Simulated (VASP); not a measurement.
# Pt (R-3m) in VASP: notebook

The runs below take Pt through single point, with LDA.

Everything below comes from runs of VASP 6.6.1. Logs are shortened: lines on timing, memory, paths and dates and some standing lists are left out, and cuts for length are marked.

## 1. The cell of the first run

Symmetry: R-3m, No. 166, trigonal system. Conventional cell: a = 2.725 Å, b = 2.725 Å, c = 6.806 Å, α = 90.00°, β = 90.00°, γ = 120.00°. Pt (site symmetry -3m) has 12 Pt at 2.73 to 2.76 Å within 3.6 Å.

## 2. Single point, LDA

Contents of INCAR:

```
SYSTEM = Pt
  PREC = Accurate
  ENCUT = 520
  EDIFF = 1E-6
  ISMEAR = 1
  SIGMA = 0.1
  LREAL = .FALSE.
  LASPH = .TRUE.
  NELM = 60
  ALGO = Fast
  ISIF = 2
  LWAVE = .FALSE.
  LCHARG = .TRUE.
  GGA = CA
  LELF = .TRUE.
  LVHAR = .TRUE.
  NBANDS = 22
```

Contents of KPOINTS:

```
regular mesh
0
G
  18 18 8
  0 0 0
```

Contents of POSCAR:

```
Pt
1.0
    2.7251909074      0.0000000000      0.0000000000
   -1.3625954537      2.3600845559      0.0000000000
    0.0000000000      0.0000000000      6.8058107922
Pt
3
Direct
    0.0000000000      0.0000000000      0.0000000000
    0.3333333333      0.6666666667      0.3333333333
    0.6666666667      0.3333333333      0.6666666667
```

Potentials or basis: VASP PAW LDA potentials, release 64 (Pt).

Command:

```
> cat potpaw_LDA.64/Pt/POTCAR > POTCAR
> mpirun -np 1 vasp_std > vasp.out
```

OUTCAR:

```text
SYSTEM = Pt
   PREC = Accurate
   ENCUT = 520
   EDIFF = 1E-6
   ISMEAR = 1
   LREAL = .FALSE.
   LASPH = .TRUE.
   NELM = 60
   ISIF = 2
   GGA = CA

 ion  position               nearest neighbor table
   1  0.000  0.000  0.000-   2 2.76   3 2.76   2 2.76   3 2.76   3 2.76   2 2.76
   2  0.333  0.667  0.333-   1 2.76   1 2.76   1 2.76   3 2.76   3 2.76   3 2.76
   3  0.667  0.333  0.667-   1 2.76   1 2.76   1 2.76   2 2.76   2 2.76   2 2.76

  LATTYP: Found a hexagonal cell.
 ALAT       =     2.7251909074
 C/A-ratio  =     2.4973702847

  Lattice vectors:

 A1 = (   2.7251909074,   0.0000000000,   0.0000000000)
 A2 = (  -1.3625954537,   2.3600845559,   0.0000000000)
 A3 = (   0.0000000000,   0.0000000000,   6.8058107922)

Analysis of symmetry for initial positions (statically):
=====================================================================
 Subroutine PRICEL returns following result:

  LATTYP: Found a trigonal (rhomboedric) cell.
 ALAT       =     2.7608182557
 COS(alpha) =     0.5128213690

  Lattice vectors:

 A1 = (   1.3625954536,  -0.7866948519,   2.2686035972)
 A2 = (  -0.0000000001,   1.5733897040,   2.2686035972)
 A3 = (  -1.3625954534,  -0.7866948521,   2.2686035979)

   3 primitive cells build up your supercell.

 Routine SETGRP: Setting up the symmetry group for a
 hexagonal supercell.

 Subroutine GETGRP returns: Found 12 space group operations
 (whereof 12 operations were pure point group operations)
 out of a pool of 24 trial point group operations.

The static configuration has the point symmetry D_3d.

Analysis of symmetry for dynamics (positions and initial velocities):
=====================================================================
 Subroutine PRICEL returns following result:

  LATTYP: Found a trigonal (rhomboedric) cell.
 ALAT       =     2.7608182557
 COS(alpha) =     0.5128213690

  Lattice vectors:

 A1 = (   1.3625954536,  -0.7866948519,   2.2686035972)
 A2 = (  -0.0000000001,   1.5733897040,   2.2686035972)
 A3 = (  -1.3625954534,  -0.7866948521,   2.2686035979)

   3 primitive cells build up your supercell.

 Routine SETGRP: Setting up the symmetry group for a
 hexagonal supercell.

 Subroutine GETGRP returns: Found 12 space group operations
 (whereof 12 operations were pure point group operations)
 out of a pool of 24 trial point group operations.

The dynamic configuration has the point symmetry D_3d.

 Subroutine INISYM returns: Found 12 space group operations
 (whereof 12 operations are pure point group operations),
 and found     3 'primitive' translations

----------------------------------------------------------------------------------------

                                     Primitive cell

  volume of cell :      14.5909

  direct lattice vectors                    reciprocal lattice vectors
     1.362595454 -0.786694852  2.268603597     0.366946770 -0.211856816  0.146933265
    -0.000000000  1.573389704  2.268603597    -0.000000000  0.423713632  0.146933265
    -1.362595453 -0.786694852  2.268603598    -0.366946770 -0.211856816  0.146933265

  length of vectors
     2.760818256  2.760818256  2.760818256     0.448466974  0.448466974  0.448466974

  position of ions in fractional coordinates (direct lattice)
     0.000000000  0.000000000  0.000000000

  ion indices of the primitive-cell ions
   primitive index   ion index
                 1           1

----------------------------------------------------------------------------------------

 KPOINTS: regular mesh

Automatic generation of k-mesh.
 Grid dimensions read from file:
 generate k-points for:   18   18    8

 Generating k-lattice:

  Cartesian coordinates                     Fractional coordinates (reciprocal lattice)
     0.020385932  0.011769823  0.000000000     0.055555556  0.000000000  0.000000000
     0.000000000  0.023539646  0.000000000     0.000000000  0.055555556  0.000000000
     0.000000000  0.000000000  0.018366658     0.000000000  0.000000000  0.125000000

  Length of vectors
     0.023539646  0.023539646  0.018366658

  Shift w.r.t. Gamma in fractional coordinates (k-lattice)
     0.000000000  0.000000000  0.000000000

 Subroutine IBZKPT returns following result:
 ===========================================

 Found    266 irreducible k-points:

 Following reciprocal coordinates:
            Coordinates               Weight
  0.000000  0.000000  0.000000      1.000000
  0.055556  0.000000  0.000000      6.000000
  0.111111  0.000000  0.000000      6.000000
  0.166667  0.000000  0.000000      6.000000
  0.222222  0.000000  0.000000      6.000000
  0.277778  0.000000  0.000000      6.000000
[... 16 lines left out ...]
  0.333333  0.111111  0.000000     12.000000
  0.388889  0.111111  0.000000     12.000000
 [... further k-points ...]
   k-points           NKPTS =    266   k-points in BZ     NKDIM =    266   number of bands    NBANDS=     22
   number of dos      NEDOS =    301   number of ions     NIONS =      3
   total plane-waves  NPLWV =  21600
   dimension x,y,z NGX =    20 NGY =   20 NGZ =   54
   dimension x,y,z NGXF=    40 NGYF=   40 NGZF=  108
   ions per type =               3
   NGX,Y,Z   is equivalent  to a cutoff of  12.20, 12.20, 13.19 a.u.
   NGXF,Y,Z  is equivalent  to a cutoff of  24.40, 24.40, 26.38 a.u.
 SYSTEM =  Pt
   PREC   = accura    normal or accurate (medium, high low for compatibility)
   ISTART =      0    job   : 0-new  1-cont  2-samecut
   ICHARG =      2    charge: 1-file 2-atom 10-const
   ISPIN  =      1    spin polarized calculation?
   LNONCOLLINEAR =      F non collinear calculations
   LSORBIT =      F    spin-orbit coupling
   LASPH  =      T    aspherical Exc in radial PAW
   ENCUT  =  520.0 eV  38.22 Ry    6.18 a.u.   5.07  5.07 12.65*2*pi/ulx,y,z
   NELM   =     60;   NELMIN=  2; NELMDL= -5     # of ELM steps
   EDIFF  = 0.1E-05   stopping-criterion for ELM
   LREAL  =      F    real-space projection
[... 7 lines left out ...]
   TEBEG  =    0.0;   TEEND  =   0.0 temperature during run
   PSTRESS=    0.0 pullay stress
   NELECT =      30.0000    total number of electrons
   NUPDOWN=      -1.0000    fix difference up-down
   EMIN   =  10.00;   EMAX   =-10.00  energy-range for DOS
   EFERMI =   0.00;   METHOD = LEGACY
   ISMEAR =     1;   SIGMA  =   0.10  broadening in eV -4-tet -1-fermi 0-gaus
   EFERMI_NEDOS =   21; number of points for ismear=-14 and -15
   IALGO  =     68    algorithm
   IMIX   =      4    mixing-type and parameters
     AMIX     =   0.40;   BMIX     =  1.00
     AMIX_MAG =   1.60;   BMIX_MAG =  1.00
  volume/ion in A,a.u.               =      14.59        98.46
  Fermi-wavevector in a.u.,A,eV,Ry     =   1.443379  2.727591 28.345612  2.083344
  Thomas-Fermi vector in A             =   2.561794
   LORBIT       =      0    0 simple, 1 ext, 2 COOP (PROOUT), +10 PAW based schemes
   GGA     = CA    functional components
   LHFCALC =     F    Hartree Fock is set to
   AEXX    =    0.0000 exact exchange contribution
   IVDW    =     0    specifies the selected vdW correction
   LEPSILON=     F    determine dielectric tensor
   LRPA    =     F    only Hartree local field effects (RPA)
 non-spin polarized calculation
 RMM-DIIS sequential band-by-band and
 Methfessel and Paxton  Order N= 1 SIGMA  =   0.10
  energy-cutoff  :      520.00
  volume of cell :       43.77
 maximum number of plane-waves:      1196
   NGX = 11   NGY = 11   NGZ = 25

 number of electron      30.0000003 magnetization

 Free energy of the ion-electron system (eV)
  ---------------------------------------------------
  ext. energy  EPLUGINS =         0.00000000
  ---------------------------------------------------
  free energy    TOTEN  =       -22.49720632 eV

  energy without entropy =      -22.49622990  energy(sigma->0) =      -22.49688085

 E-fermi :  11.7932     XC(G=0): -13.8793

 val. band max:       11.7913358944   @ k =   0.4444   0.0000   0.5000
 cond. band min:      11.7941471207   @ k =  -0.1111   0.4444   0.3750
 fundamental gap:      0.0028112263
 Fermi energy:        11.7931899184

 k-point     1 :       0.0000    0.0000    0.0000
  band No.  band energies     occupation
      1       1.1735      2.00000
      2       3.8411      2.00000
      3       3.8411      2.00000
      4       7.6047      2.00000
      5       7.8389      2.00000
      6       7.8389      2.00000
[... 14 lines left out ...]
     21      26.3076      0.00000
     22      27.2130      0.00000

 k-point     2 :       0.0556    0.0000    0.0000
  band No.  band energies     occupation
      1       1.2903      2.00000
      2       3.9534      2.00000
      3       3.9576      2.00000
      4       7.6536      2.00000
      5       7.7760      2.00000
      6       7.8798      2.00000
[... 14 lines left out ...]
     21      26.5000      0.00000
     22      27.3754      0.00000

 k-point     3 :       0.1111    0.0000    0.0000
  band No.  band energies     occupation
      1       1.6320      2.00000
      2       4.2610      2.00000
      3       4.2996      2.00000
      4       7.5099      2.00000
      5       7.5813      2.00000
      6       7.5907      2.00000
[... 14 lines left out ...]
     21      27.0406      0.00000
     22      27.7756      0.00000

 k-point     4 :       0.1667    0.0000    0.0000
  band No.  band energies     occupation
      1       2.1695      2.00000
      2       4.6634      2.00000
      3       4.8258      2.00000
      4       6.8767      2.00000
      5       7.1905      2.00000
      6       7.3551      2.00000
[... 14 lines left out ...]
     21      27.4188      0.00000
     22      27.8221      0.00000

 k-point     5 :       0.2222    0.0000    0.0000
  band No.  band energies     occupation
      1       2.8447      2.00000
      2       4.9517      2.00000
      3       5.3990      2.00000
      4       6.2606      2.00000
      5       6.9102      2.00000
      6       7.1339      2.00000
[... 14 lines left out ...]
     21      25.8495      0.00000
     22      27.1608      0.00000

 k-point     6 :       0.2778    0.0000    0.0000
  band No.  band energies     occupation
      1       3.5531      2.00000
      2       4.9555      2.00000
      3       5.6359      2.00000
      4       5.7281      2.00000
      5       6.9807      2.00000
      6       7.0273      2.00000
[... 14 lines left out ...]
     21      24.7039      0.00000
     22      25.7067      0.00000

 k-point     7 :       0.3333    0.0000    0.0000
  band No.  band energies     occupation
      1       4.1409      2.00000
      2       4.7648      2.00000
      3       5.3121      2.00000
      4       5.4629      2.00000
      5       6.9110      2.00000
      6       7.1469      2.00000
[... 324 lines left out ...]
      6       7.0276      2.00000
[... 14 lines left out ...]
     21      25.7565      0.00000
     22      26.5121      0.00000

 k-point    21 :       0.2222    0.1111    0.0000
  band No.  band energies     occupation
      1       3.8697      2.00000
      2       5.3239      2.00000
      3       5.8313      2.00000
      4       5.8905      2.00000
      5       6.7019      2.00000
      6       6.8230      2.00000
[... 14 lines left out ...]
     21      24.6177      0.00000
     22      25.2873      0.00000

 k-point    22 :       0.2778    0.1111    0.0000
  band No.  band energies     occupation
      1       4.4864      2.00000
      2       5.0741      2.00000
      3       5.4774      2.00000
      4       5.7157      2.00000
      5       6.6680      2.00000
      6       6.9833      2.00000
[... 14 lines left out ...]
     21      24.1464      0.00000
     22      24.2227      0.00000

 k-point    23 :       0.3333    0.1111    0.0000
  band No.  band energies     occupation
      1       4.8105      2.00000
      2       4.8598      2.00000
      3       5.2256      2.00000
      4       5.4901      2.00000
      5       6.6290      2.00000
      6       7.3240      2.00000
[... 14 lines left out ...]
     21      22.3009      0.00000
     22      23.6412      0.00000

 k-point    24 :       0.3889    0.1111    0.0000
  band No.  band energies     occupation
      1       4.6321      2.00000
      2       5.0372      2.00000
      3       5.0702      2.00000
      4       5.3001      2.00000
      5       6.7027      2.00000
      6       7.1403      2.00000
[... 14 lines left out ...]
     21      20.5691      0.00000
     22      23.3217      0.00000

 [... further k-points ...]

------------------------ aborting loop because EDIFF is reached ----------------------------------------

  FORCE on cell =-STRESS in cart. coord.  units (eV):
  Direction    XX          YY          ZZ          XY          YZ          ZX
  --------------------------------------------------------------------------------------
  -------------------------------------------------------------------------------------
  Total        1.5205292      1.5205292      0.6979518      0.0000000      0.0000000     -0.0000000
  in kB       55.6545891     55.6545891     25.5465141      0.0000000      0.0000000     -0.0000000
  external PRESSURE =      45.6185641 kB  Pullay stress =       0.0000000 kB

 VOLUME and BASIS-vectors are now :
 -----------------------------------------------------------------------------
  energy-cutoff  :      520.00
  volume of cell :       43.77
      direct lattice vectors                 reciprocal lattice vectors
     2.725190907  0.000000000  0.000000000     0.366946770  0.211856816  0.000000000
    -1.362595454  2.360084556  0.000000000     0.000000000  0.423713632  0.000000000
     0.000000000  0.000000000  6.805810792     0.000000000  0.000000000  0.146933265

 POSITION                                       TOTAL-FORCE (eV/Angst)
 -----------------------------------------------------------------------------------
      0.00000      0.00000      0.00000        -0.000000      0.000000     -0.000000
     -0.00000      1.57339      2.26860        -0.000000      0.000000     -0.000000
      1.36260      0.78669      4.53721         0.000000     -0.000000      0.000000
 -----------------------------------------------------------------------------------
    total drift:                               -0.000000      0.000000      0.000000

  FREE ENERGIE OF THE ION-ELECTRON SYSTEM (eV)
  ---------------------------------------------------
  free  energy   TOTEN  =       -22.4972063231 eV

  energy  without entropy=      -22.4962298978  energy(sigma->0) =      -22.49688085
```

Run time: 3.1 min. Hardware: 1 thread of Intel Xeon 6975P-C (Granite Rapids), shared host; peak memory 0.29 GiB.

Results:

- Free energy: -22.4972 eV
- Pressure: 4.6 GPa
- Band gap on the k mesh: zero (bands 15 and 16 overlap by 2.03 eV)

Stress tensor (GPa, compression positive):
```
5.57 0.00 0.00
0.00 5.57 0.00
0.00 0.00 2.55
```

Caveat: the cell stands under pressure; spin-orbit coupling is left out, which moves the levels of the heavy elements.

(Continued in part 2 of 2.)
